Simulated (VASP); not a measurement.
# TiAl (Pm-3m) in VASP: a series of runs, part 2 of 2

VASP 6.6.1. Earlier steps stand in the parts before.

### 3 Single point, PBEsol (volume scaled by 1.06)

File INCAR:

```
PREC     = Accurate       # precision mode
ENCUT    = 520            # plane-wave cutoff, eV
EDIFF    = 1E-6           # SCF threshold, eV
ISMEAR   = -1             # smearing method
SIGMA    = 0.05           # smearing width, eV
LREAL    = False          # projectors in reciprocal space
LASPH    = True           # aspherical terms in the spheres
NELM     = 100            # most SCF steps
ALGO     = Normal         # electronic algorithm
ISIF     = 2              # what is computed and relaxed
LWAVE    = False          # write WAVECAR
LCHARG   = False          # write CHGCAR
GGA      = PS             # functional
NBANDS   = 14             # bands
```

File KPOINTS:

```
Automatic mesh
0
Gamma
  8 8 8
```

File POSCAR:

```
TiAl
1.0
    3.2414144177      0.0000000000      0.0000000000
    0.0000000000      3.2414144177      0.0000000000
    0.0000000000      0.0000000000      3.2414144177
Ti Al
1 1
Direct
    0.0000000000      0.0000000000      0.0000000000
    0.5000000000      0.5000000000      0.5000000000
```

Potentials or basis: VASP PAW PBE potentials, release 64 (Ti_sv, Al).

On the command line:

```
$ cat potpaw_PBE.64/Ti_sv/POTCAR potpaw_PBE.64/Al/POTCAR > POTCAR
$ mpirun -np 1 vasp_std > vasp.out
```

OUTCAR:

```text
PREC = Accurate
   ENCUT = 520
   EDIFF = 1E-6
   ISMEAR = -1
   LREAL = False
   LASPH = True
   NELM = 100
   ISIF = 2
   GGA = PS

 ion  position               nearest neighbor table
   1  0.000  0.000  0.000-   2 2.81   2 2.81   2 2.81   2 2.81   2 2.81   2 2.81   2 2.81   2 2.81

   2  0.500  0.500  0.500-   1 2.81   1 2.81   1 2.81   1 2.81   1 2.81   1 2.81   1 2.81   1 2.81

  LATTYP: Found a simple cubic cell.
 ALAT       =     3.2414144177

  Lattice vectors:

 A1 = (   3.2414144177,   0.0000000000,   0.0000000000)
 A2 = (   0.0000000000,   3.2414144177,   0.0000000000)
 A3 = (   0.0000000000,   0.0000000000,   3.2414144177)

Analysis of symmetry for initial positions (statically):
=====================================================================
 Subroutine PRICEL returns:
 Original cell was already a primitive cell.

 Routine SETGRP: Setting up the symmetry group for a
 simple cubic supercell.

 Subroutine GETGRP returns: Found 48 space group operations
 (whereof 48 operations were pure point group operations)
 out of a pool of 48 trial point group operations.

The static configuration has the point symmetry O_h .

Analysis of symmetry for dynamics (positions and initial velocities):
=====================================================================
 Subroutine PRICEL returns:
 Original cell was already a primitive cell.

 Routine SETGRP: Setting up the symmetry group for a
 simple cubic supercell.

 Subroutine GETGRP returns: Found 48 space group operations
 (whereof 48 operations were pure point group operations)
 out of a pool of 48 trial point group operations.

The dynamic configuration has the point symmetry O_h .

 Subroutine INISYM returns: Found 48 space group operations
 (whereof 48 operations are pure point group operations),
 and found     1 'primitive' translations

[... 114 lines left out ...]
     AMIX_MAG =   1.60;   BMIX_MAG =  1.00
  volume/ion in A,a.u.               =      17.03       114.91
  Fermi-wavevector in a.u.,A,eV,Ry     =   1.245577  2.353800 21.108934  1.551463
  Thomas-Fermi vector in A             =   2.379793
   LORBIT       =      0    0 simple, 1 ext, 2 COOP (PROOUT), +10 PAW based schemes
   GGA     = PS    functional components
   LHFCALC =     F    Hartree Fock is set to
   AEXX    =    0.0000 exact exchange contribution
   IVDW    =     0    specifies the selected vdW correction
   LEPSILON=     F    determine dielectric tensor
   LRPA    =     F    only Hartree local field effects (RPA)
 non-spin polarized calculation
  energy-cutoff  :      520.00
  volume of cell :       34.06
 maximum number of plane-waves:       932
   NGX = 13   NGY = 13   NGZ = 13

 number of electron      15.0000003 magnetization

 Free energy of the ion-electron system (eV)
  ---------------------------------------------------
  ext. energy  EPLUGINS =         0.00000000
  ---------------------------------------------------
  free energy    TOTEN  =       -12.90554989 eV

  energy without entropy =      -12.88031195  energy(sigma->0) =      -12.89293092

 E-fermi :   8.0698     XC(G=0): -10.9393

 val. band max:        8.0579392031   @ k =   0.3750   0.3750   0.2500
 cond. band min:       8.0718444533   @ k =   0.5000   0.3750   0.2500
 fundamental gap:      0.0139052502
 Fermi energy:         8.0697657546

 k-point     1 :       0.0000    0.0000    0.0000
  band No.  band energies     occupation
      1     -48.7097      2.00000
      2     -25.0142      2.00000
      3     -25.0142      2.00000
      4     -25.0142      2.00000
      5      -0.9235      2.00000
      6       6.7689      2.00000
      7       6.7689      2.00000
      8       9.7313      0.00000
      9       9.7313      0.00000
     10       9.7313      0.00000
     11      12.2233      0.00000
     12      12.2233      0.00000
     13      12.2233      0.00000
     14      16.5959      0.00000
[... 377 lines left out ...]
      1     -48.6870      2.00000
      2     -25.1346      2.00000
      3     -25.1127      2.00000
      4     -25.0105      2.00000
      5       3.1631      2.00000
      6       5.1522      2.00000
      7       6.1908      2.00000
      8       7.5234      1.99996
      9       8.8967      0.00000
     10       8.9238      0.00000
     11      10.7175      0.00000
     12      12.3292      0.00000
     13      12.8199      0.00000
     14      15.1050      0.00000

 [... further k-points ...]
[... 5 lines left out ...]
  --------------------------------------------------------------------------------------
  -------------------------------------------------------------------------------------
  Total       -1.6908898     -1.6908898     -1.6908898     -0.0000000      0.0000000     -0.0000000
  in kB      -79.5467057    -79.5467057    -79.5467057     -0.0000000      0.0000000     -0.0000000
  external PRESSURE =     -79.5467057 kB  Pullay stress =       0.0000000 kB

 VOLUME and BASIS-vectors are now :
 -----------------------------------------------------------------------------
  energy-cutoff  :      520.00
  volume of cell :       34.06
      direct lattice vectors                 reciprocal lattice vectors
     3.241414418  0.000000000  0.000000000     0.308507297  0.000000000  0.000000000
     0.000000000  3.241414418  0.000000000     0.000000000  0.308507297  0.000000000
     0.000000000  0.000000000  3.241414418     0.000000000  0.000000000  0.308507297

 POSITION                                       TOTAL-FORCE (eV/Angst)
 -----------------------------------------------------------------------------------
      0.00000      0.00000      0.00000         0.000000      0.000000      0.000000
      1.62071      1.62071      1.62071         0.000000      0.000000      0.000000
 -----------------------------------------------------------------------------------
    total drift:                                0.000000      0.000000      0.000000

  FREE ENERGIE OF THE ION-ELECTRON SYSTEM (eV)
  ---------------------------------------------------
  free  energy   TOTEN  =       -12.9055498921 eV

  energy  without entropy=      -12.8803119537  energy(sigma->0) =      -12.89293092
```

stdout:

```text
POSCAR found type information on POSCAR TiAl
 POSCAR found :  2 types and       2 ions
 scaLAPACK will be used
 -----------------------------------------------------------------------------
|                                                                             |
|                                                                             |
|     You enforced a specific xc type in the INCAR file but a different       |
|     I HOPE YOU KNOW WHAT YOU ARE DOING!                                     |
|                                                                             |
 -----------------------------------------------------------------------------

 LDA part: xc-table for (Slater+PW92), standard interpolation
 POSCAR, INCAR and KPOINTS ok, starting setup
 FFT: planning ... GRIDC
 FFT: planning ... GRID_SOFT
 FFT: planning ... GRID
 WAVECAR not read
 entering main loop
```

Wall time 6.4 s (1 thread of Intel Xeon 6975P-C (Granite Rapids), shared host); peak memory 0.14 GiB.

What came out:

| Item | Value |
| --- | --- |
| Free energy | -12.9055 eV |
| Pressure | -8.0 GPa |

Caveat: the cell differs from its parent crystal (volume scaled by 1.06); the PAW data sets were made with another functional, which shifts forces and pressure a little.

### 4 Single point, LDA

This run uses another cell than the first one, of 15.26 Å³/atom, 0.950 times its volume.

File INCAR:

```
PREC = Accurate ; ENCUT = 520
EDIFF = 1E-6 ; ISMEAR = -1
SIGMA = 0.05 ; LREAL = False
LASPH = True ; NELM = 80
ALGO = Normal ; ISIF = 2
LWAVE = False ; LCHARG = False
GGA = CA ; NBANDS = 14
```

KPOINTS is that of step 3.

File POSCAR:

```
TiAl
1.0
    3.1253309879      0.0000000000      0.0000000000
    0.0000000000      3.1253309879      0.0000000000
    0.0000000000      0.0000000000      3.1253309879
Ti Al
1 1
Direct
    0.0000000000      0.0000000000      0.0000000000
    0.5000000000      0.5000000000      0.5000000000
```

Potentials or basis: VASP PAW LDA potentials, release 64 (Ti_sv, Al).

On the command line:

```
$ cat potpaw_LDA.64/Ti_sv/POTCAR potpaw_LDA.64/Al/POTCAR > POTCAR
$ mpirun -np 1 vasp_std > vasp.out
```

OUTCAR:

```text
PREC = Accurate
   ENCUT = 520
   EDIFF = 1E-6
   ISMEAR = -1
   LREAL = False
   LASPH = True
   NELM = 80
   ISIF = 2
   GGA = CA

 ion  position               nearest neighbor table
   1  0.000  0.000  0.000-   2 2.71   2 2.71   2 2.71   2 2.71   2 2.71   2 2.71   2 2.71   2 2.71

   2  0.500  0.500  0.500-   1 2.71   1 2.71   1 2.71   1 2.71   1 2.71   1 2.71   1 2.71   1 2.71

  LATTYP: Found a simple cubic cell.
 ALAT       =     3.1253309879

  Lattice vectors:
[... 585 lines left out ...]
      7       7.0986      2.00000
      8       8.4926      1.99998
      9      10.0085      0.00000
     10      10.0201      0.00000
     11      12.1315      0.00000
     12      14.0897      0.00000
     13      14.5186      0.00000
     14      16.8358      0.00000

 [... further k-points ...]
[... 5 lines left out ...]
  --------------------------------------------------------------------------------------
  -------------------------------------------------------------------------------------
  Total        0.0226294      0.0226294      0.0226294      0.0000000      0.0000000     -0.0000000
  in kB        1.1876693      1.1876693      1.1876693      0.0000000      0.0000000     -0.0000000
  external PRESSURE =       1.1876693 kB  Pullay stress =       0.0000000 kB

 VOLUME and BASIS-vectors are now :
 -----------------------------------------------------------------------------
  energy-cutoff  :      520.00
  volume of cell :       30.53
      direct lattice vectors                 reciprocal lattice vectors
     3.125330988  0.000000000  0.000000000     0.319966110  0.000000000  0.000000000
     0.000000000  3.125330988  0.000000000     0.000000000  0.319966110  0.000000000
     0.000000000  0.000000000  3.125330988     0.000000000  0.000000000  0.319966110

 POSITION                                       TOTAL-FORCE (eV/Angst)
 -----------------------------------------------------------------------------------
      0.00000      0.00000      0.00000         0.000000      0.000000      0.000000
      1.56267      1.56267      1.56267         0.000000      0.000000      0.000000
 -----------------------------------------------------------------------------------
    total drift:                                0.000000      0.000000      0.000000

  FREE ENERGIE OF THE ION-ELECTRON SYSTEM (eV)
  ---------------------------------------------------
  free  energy   TOTEN  =       -13.3032687204 eV

  energy  without entropy=      -13.2811408706  energy(sigma->0) =      -13.29220480
```

It took 7.6 s on 1 thread of Intel Xeon 6975P-C (Granite Rapids), shared host; peak memory 0.13 GiB.

What came out:

| Property | Result |
| --- | --- |
| Free energy | -13.3033 eV |
| Pressure | 0.1 GPa |

### 5 The runs side by side

```tsv
level	potentials or basis	U	cell	gap on the mesh (eV)	pressure (GPa)
PBEsol+D4+U	VASP PAW PBE potentials, release 64 (Ti_sv, Al)	Ti d U = 4.5 eV	a = 3.179 Å, 2 atoms	none	1.3
PBEsol	VASP PAW PBE potentials, release 64 (Ti_sv, Al)	-	a = 3.241 Å, 2 atoms	none	-8.0
LDA	VASP PAW LDA potentials, release 64 (Ti_sv, Al)	-	a = 3.125 Å, 2 atoms	none	0.1
```

Alike in all rows: task single point; no spin polarisation; k mesh 8 × 8 × 8; cutoff (eV) 520; smearing fermi-dirac 0.05 eV.

Caveats: the PAW data sets were made with another functional, which shifts forces and pressure a little (some runs); U without spin polarisation on a metal has little footing (some runs); pairwise dispersion overbinds metals, which lowers pressure and volume (some runs); the U is typed as a test and isn't derived for this compound (some runs).

Total energies depend on the potentials used, so only differences within one code and one set of settings carry meaning.
